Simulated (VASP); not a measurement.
# ZnS (Pmm2) in VASP: notebook

The runs below take ZnS through single point, with PBE.

Everything below comes from runs of VASP 6.6.1. Logs are shortened: lines on timing, memory, paths and dates and some standing lists are left out, and cuts for length are marked.

## (1) The cell of the first run

It takes space group Pmm2 (No. 25, orthorhombic). The conventional cell has a = 3.825 Å, b = 3.825 Å, c = 10.669 Å, α = 90.00°, β = 90.00°, γ = 90.00°. Within 3.0 Å of Zn (site symmetry mm2) lie 4 S at 2.26 to 2.34 Å. Zn (site symmetry mm2) has 4 S at 2.34 Å within 3.1 Å. Within 3.1 Å of Zn (site symmetry mm2) lie 4 S at 2.34 Å. Zn (site symmetry mm2) has 4 S at 2.34 Å within 3.1 Å. Within 3.1 Å of S (site symmetry mm2) lie 4 Zn at 2.34 Å. Within 3.1 Å of S (site symmetry mm2) lie 4 Zn at 2.34 Å. S (site symmetry mm2) has 4 Zn at 2.34 Å within 3.1 Å. S (site symmetry mm2) has 4 Zn at 2.26 to 2.34 Å within 3.0 Å.

## (2) Single point, PBE

INCAR reads:

```
ALGO = Normal ; EDIFF = 1E-6
ENCUT = 520 ; GGA = PE
ISIF = 2 ; ISMEAR = 0
LASPH = T ; LCHARG = T
LELF = T ; LREAL = F
LVHAR = T ; LWAVE = F
NBANDS = 46 ; NELM = 60
PREC = Accurate ; SIGMA = 0.05
```

KPOINTS reads:

```
k-points
0
Gamma
  7 7 3
```

POSCAR reads:

```
ZnS
1.0
   -2.7046500000     -2.7046500000      0.0000000000
    2.7046500000     -2.7046500000      0.0000000000
    0.0000000000      0.0000000000     10.6686000000
Zn S
4 4
Direct
    0.0000000000      0.0000000000      0.9506812047
    0.5000000000      0.5000000000      0.1901362409
    0.0000000000      0.0000000000      0.4436512288
    0.5000000000      0.5000000000      0.6971662167
    0.5000000000      0.0000000000      0.3168937349
    0.0000000000      0.5000000000      0.5704087228
    0.5000000000      0.0000000000      0.8239237107
    0.0000000000      0.5000000000      0.0633787470
```

Potentials or basis: VASP PAW PBE potentials, release 64 (Zn, S).

Started as:

```
> cat potpaw_PBE.64/Zn/POTCAR potpaw_PBE.64/S/POTCAR > POTCAR
> mpirun -np 1 vasp_std > vasp.out
```

OUTCAR:

```text
EDIFF = 1E-6
   ENCUT = 520
   GGA = PE
   ISIF = 2
   ISMEAR = 0
   LASPH = T
   LREAL = F
   NELM = 60
   PREC = Accurate

 ion  position               nearest neighbor table
   1  0.000  0.000  0.951-   8 2.26   8 2.26   7 2.34   7 2.34
   2  0.500  0.500  0.190-   8 2.34   8 2.34   5 2.34   5 2.34
   3  0.000  0.000  0.444-   5 2.34   5 2.34   6 2.34   6 2.34
   4  0.500  0.500  0.697-   6 2.34   6 2.34   7 2.34   7 2.34
   5  0.500  0.000  0.317-   3 2.34   3 2.34   2 2.34   2 2.34
   6  0.000  0.500  0.570-   4 2.34   4 2.34   3 2.34   3 2.34
   7  0.500  0.000  0.824-   1 2.34   1 2.34   4 2.34   4 2.34
   8  0.000  0.500  0.063-   1 2.26   1 2.26   2 2.34   2 2.34

  LATTYP: Found a simple tetragonal cell.
 ALAT       =     3.8249527115
 C/A-ratio  =     2.7892109536

  Lattice vectors:

 A1 = (  -2.7046500000,  -2.7046500000,   0.0000000000)
 A2 = (   2.7046500000,  -2.7046500000,   0.0000000000)
 A3 = (   0.0000000000,   0.0000000000,  10.6686000000)

Analysis of symmetry for initial positions (statically):
=====================================================================
 Subroutine PRICEL returns:
 Original cell was already a primitive cell.

 Routine SETGRP: Setting up the symmetry group for a
 simple tetragonal supercell.

 Subroutine GETGRP returns: Found  4 space group operations
 (whereof  4 operations were pure point group operations)
 out of a pool of 16 trial point group operations.

The static configuration has the point symmetry C_2v.

Analysis of symmetry for dynamics (positions and initial velocities):
=====================================================================
 Subroutine PRICEL returns:
 Original cell was already a primitive cell.

 Routine SETGRP: Setting up the symmetry group for a
 simple tetragonal supercell.

 Subroutine GETGRP returns: Found  4 space group operations
 (whereof  4 operations were pure point group operations)
 out of a pool of 16 trial point group operations.

The dynamic configuration has the point symmetry C_2v.

 Subroutine INISYM returns: Found  4 space group operations
 (whereof  4 operations are pure point group operations),
 and found     1 'primitive' translations

----------------------------------------------------------------------------------------

                                     Primitive cell

  volume of cell :     156.0844
[... 105 lines left out ...]
   IBRION =     -1    ionic relax: 0-MD 1-quasi-New 2-CG
   NFREE  =      0    steps in history (QN), initial steepest desc. (CG)
   ISIF   =      2    stress and relaxation
   ISYM   =      2    0-nonsym 1-usesym 2-fastsym
   POTIM  = 0.5000    time-step for ionic-motion
   TEBEG  =    0.0;   TEEND  =   0.0 temperature during run
   PSTRESS=    0.0 pullay stress
   NELECT =      72.0000    total number of electrons
   NUPDOWN=      -1.0000    fix difference up-down
   EMIN   =  10.00;   EMAX   =-10.00  energy-range for DOS
   EFERMI =   0.00;   METHOD = LEGACY
   ISMEAR =     0;   SIGMA  =   0.05  broadening in eV -4-tet -1-fermi 0-gaus
   EFERMI_NEDOS =   21; number of points for ismear=-14 and -15
   IALGO  =     38    algorithm
   IMIX   =      4    mixing-type and parameters
     AMIX     =   0.40;   BMIX     =  1.00
     AMIX_MAG =   1.60;   BMIX_MAG =  1.00
  volume/ion in A,a.u.               =      19.51       131.66
  Fermi-wavevector in a.u.,A,eV,Ry     =   1.264928  2.390367 21.769904  1.600043
  Thomas-Fermi vector in A             =   2.398208
   LORBIT       =      0    0 simple, 1 ext, 2 COOP (PROOUT), +10 PAW based schemes
   GGA     = PE    functional components
   LHFCALC =     F    Hartree Fock is set to
   AEXX    =    0.0000 exact exchange contribution
   IVDW    =     0    specifies the selected vdW correction
   LEPSILON=     F    determine dielectric tensor
   LRPA    =     F    only Hartree local field effects (RPA)
 non-spin polarized calculation
 Gauss-broadening in eV      SIGMA  =   0.05
  energy-cutoff  :      520.00
  volume of cell :      156.08
 maximum number of plane-waves:      4226
   NGX = 15   NGY = 15   NGZ = 39

 number of electron      71.9999936 magnetization

 Free energy of the ion-electron system (eV)
  ---------------------------------------------------
  ext. energy  EPLUGINS =         0.00000000
  ---------------------------------------------------
  free energy    TOTEN  =       -27.30710266 eV

  energy without entropy =      -27.30710266  energy(sigma->0) =      -27.30710266

 E-fermi :   2.4506     XC(G=0):  -9.6821

 val. band max:        2.2419195402   @ k =   0.0000   0.0000   0.0000
 cond. band min:       4.3633515890   @ k =   0.0000   0.0000   0.0000
 fundamental gap:      2.1214320488
 Fermi energy:         2.4506370605

 k-point     1 :       0.0000    0.0000    0.0000
  band No.  band energies     occupation
      1     -11.0564      2.00000
      2     -10.4928      2.00000
      3     -10.3389      2.00000
      4      -9.7032      2.00000
      5      -4.3445      2.00000
      6      -4.2719      2.00000
[... 1165 lines left out ...]
     45       9.2016      0.00000
     46       9.3482      0.00000

 [... further k-points ...]

------------------------ aborting loop because EDIFF is reached ----------------------------------------

  FORCE on cell =-STRESS in cart. coord.  units (eV):
  Direction    XX          YY          ZZ          XY          YZ          ZX
  --------------------------------------------------------------------------------------
  -------------------------------------------------------------------------------------
  Total        2.5338443      2.5338443      2.8772855     -0.5702450      0.0000000      0.0000000
  in kB       26.0094363     26.0094363     29.5347949     -5.8534584      0.0000000      0.0000000
  external PRESSURE =      27.1845558 kB  Pullay stress =       0.0000000 kB

 VOLUME and BASIS-vectors are now :
 -----------------------------------------------------------------------------
  energy-cutoff  :      520.00
  volume of cell :      156.08
      direct lattice vectors                 reciprocal lattice vectors
    -2.704650000 -2.704650000  0.000000000    -0.184866803 -0.184866803  0.000000000
     2.704650000 -2.704650000  0.000000000     0.184866803 -0.184866803  0.000000000
     0.000000000  0.000000000 10.668600000     0.000000000  0.000000000  0.093733011

 POSITION                                       TOTAL-FORCE (eV/Angst)
 -----------------------------------------------------------------------------------
      0.00000      0.00000     10.14244         0.000000      0.000000     -0.718850
      0.00000     -2.70465      2.02849        -0.000000      0.000000      0.119053
      0.00000      0.00000      4.73314        -0.000000      0.000000      0.054601
      0.00000     -2.70465      7.43779        -0.000000      0.000000      0.053875
     -1.35232     -1.35232      3.38081        -0.000000     -0.000000     -0.049603
      1.35232     -1.35232      6.08546        -0.000000      0.000000     -0.056659
     -1.35232     -1.35232      8.79011        -0.000000     -0.000000     -0.187719
      1.35232     -1.35232      0.67616        -0.000000      0.000000      0.785302
 -----------------------------------------------------------------------------------
    total drift:                                0.000000     -0.000000     -0.001735

  FREE ENERGIE OF THE ION-ELECTRON SYSTEM (eV)
  ---------------------------------------------------
  free  energy   TOTEN  =       -27.3071026568 eV

  energy  without entropy=      -27.3071026568  energy(sigma->0) =      -27.30710266
```

OSZICAR:

```text
N       E                     dE             d eps       ncg     rms          rms(c)
DAV:   1     0.582227782994E+03    0.58223E+03   -0.32188E+04  2944   0.188E+03
DAV:   2     0.492820410562E+02   -0.53295E+03   -0.51176E+03  2944   0.434E+02
DAV:   3    -0.254625343367E+02   -0.74745E+02   -0.73744E+02  3274   0.151E+02
DAV:   4    -0.289744151191E+02   -0.35119E+01   -0.34983E+01  3618   0.331E+01
DAV:   5    -0.290285444213E+02   -0.54129E-01   -0.54107E-01  3462   0.415E+00    0.142E+01
DAV:   6    -0.272747488829E+02    0.17538E+01   -0.36378E+00  4520   0.421E+01    0.109E+01
DAV:   7    -0.273748143085E+02   -0.10007E+00   -0.44608E+00  3332   0.838E+00    0.421E+00
DAV:   8    -0.273076734248E+02    0.67141E-01   -0.26274E-01  3726   0.486E+00    0.132E+00
DAV:   9    -0.273063247333E+02    0.13487E-02   -0.75206E-02  3810   0.276E+00    0.404E-01
DAV:  10    -0.273065979094E+02   -0.27318E-03   -0.38875E-03  3530   0.119E+00    0.235E-01
DAV:  11    -0.273068904769E+02   -0.29257E-03   -0.61332E-04  3362   0.275E-01    0.103E-01
DAV:  12    -0.273070961171E+02   -0.20564E-03   -0.32805E-04  3248   0.183E-01    0.424E-02
DAV:  13    -0.273070960551E+02    0.61978E-07   -0.26527E-05  3650   0.875E-02    0.135E-02
DAV:  14    -0.273071008998E+02   -0.48447E-05   -0.78167E-06  3276   0.243E-02    0.584E-03
DAV:  15    -0.273071025914E+02   -0.16917E-05   -0.21426E-06  2526   0.179E-02    0.344E-03
DAV:  16    -0.273071026568E+02   -0.65394E-07   -0.52856E-07  1964   0.788E-03
   1 F= -.27307103E+02 E0= -.27307103E+02  d E =-.526257E-11
```

stdout:

```text
POSCAR found type information on POSCAR ZnS
 POSCAR found :  2 types and       8 ions
 scaLAPACK will be used
 LDA part: xc-table for (Slater+PW92), standard interpolation
 POSCAR, INCAR and KPOINTS ok, starting setup
 FFT: planning ... GRIDC
 FFT: planning ... GRID_SOFT
 FFT: planning ... GRID
 WAVECAR not read
 entering main loop
```

It took 6.9 min on 1 thread of Intel Xeon 8259CL, shared host; peak memory 0.34 GiB.

Results:

| Item | Value |
| --- | --- |
| Free energy | -27.3071 eV |
| Pressure | 2.7 GPa |
| Largest force | 0.785 eV/Å |
| Band gap on the k mesh | 2.12 eV |

Forces in eV/Å, atoms in the order of the input:
```
Zn   0.000  0.000 -0.719
Zn   0.000  0.000  0.119
Zn   0.000  0.000  0.055
Zn   0.000  0.000  0.054
S    0.000  0.000 -0.050
S    0.000  0.000 -0.057
S    0.000  0.000 -0.188
S    0.000  0.000  0.785
```

Stress tensor (GPa, compression positive):
```
 2.60 -0.59  0.00
-0.59  2.60  0.00
 0.00  0.00  2.95
```

Levels at points of the mesh, in eV from the valence-band top:
| k point | band 32 | band 33 | band 34 | band 35 | band 36 | band 37 | band 38 | band 39 | band 40 | band 41 |
| --- | --- | --- | --- | --- | --- | --- | --- | --- | --- | --- |
| (0.00, 0.00, 0.00) | -1.25 | -1.24 | -0.05 | -0.02 | 0.00 | 2.12 | 3.29 | 3.91 | 4.41 | 4.45 |

## (3) Single point, PBE

This run uses another cell than the first one, of 20.24 Å³/atom, 1.037 times its volume.

INCAR reads:

```
SYSTEM = ZnS
PREC = Accurate
ENCUT = 520
EDIFF = 1E-6
ISMEAR = 0
SIGMA = 0.05
LREAL = .FALSE.
LASPH = .TRUE.
NELM = 100
ALGO = Normal
ISIF = 2
LWAVE = .FALSE.
LCHARG = .FALSE.
GGA = PE
NBANDS = 46
```

KPOINTS reads:

```
regular mesh
0
G
  7 7 3
  0 0 0
```

POSCAR reads:

```
ZnS
1.0
   -2.7046500000     -2.7046500000      0.0000000000
    2.7046500000     -2.7046500000      0.0000000000
    0.0000000000      0.0000000000     11.0686000000
Zn S
4 4
Direct
    0.0000000000      0.0000000000      0.9163252354
    0.5000000000      0.5000000000      0.1832650471
    0.0000000000      0.0000000000      0.4276184432
    0.5000000000      0.5000000000      0.6719718393
    0.5000000000      0.0000000000      0.3054417451
    0.0000000000      0.5000000000      0.5497951412
    0.5000000000      0.0000000000      0.7941485373
    0.0000000000      0.5000000000      0.0610883490
```

Potentials or basis: VASP PAW PBE potentials, release 64 (Zn, S).

Started as:

```
> cat potpaw_PBE.64/Zn/POTCAR potpaw_PBE.64/S/POTCAR > POTCAR
> mpirun -np 1 vasp_std > vasp.out
```

Run time: 6.3 min. Hardware: 1 thread of Intel Xeon 8259CL, shared host; peak memory 0.35 GiB.

The run converged. Its results:

| Property | Result |
| --- | --- |
| Free energy | -27.2752 eV |
| Pressure | 0.1 GPa |
| Largest force | 1.002 eV/Å |
| Band gap on the k mesh | 1.87 eV |

Forces in eV/Å, atoms in the order of the input:
```
Zn   0.000  0.000  0.947
Zn   0.000  0.000 -0.205
Zn   0.000  0.000 -0.104
Zn   0.000  0.000 -0.105
S    0.000  0.000  0.101
S    0.000  0.000  0.108
S    0.000  0.000  0.259
S    0.000  0.000 -1.002
```

Stress tensor (GPa, compression positive):
```
 0.54  0.36  0.00
 0.36  0.54  0.00
 0.00  0.00 -0.74
```

Levels at points of the mesh, in eV from the valence-band top:
```csv
k point,band 34,band 35,band 36,band 37,band 38,band 39
"(0.00, 0.00, 0.00)",-0.15,-0.08,0.00,1.87,3.40,4.01
```

Caveat: forces of over 1 eV/Å act on the atoms, so gaps and moduli don't describe the material at rest.
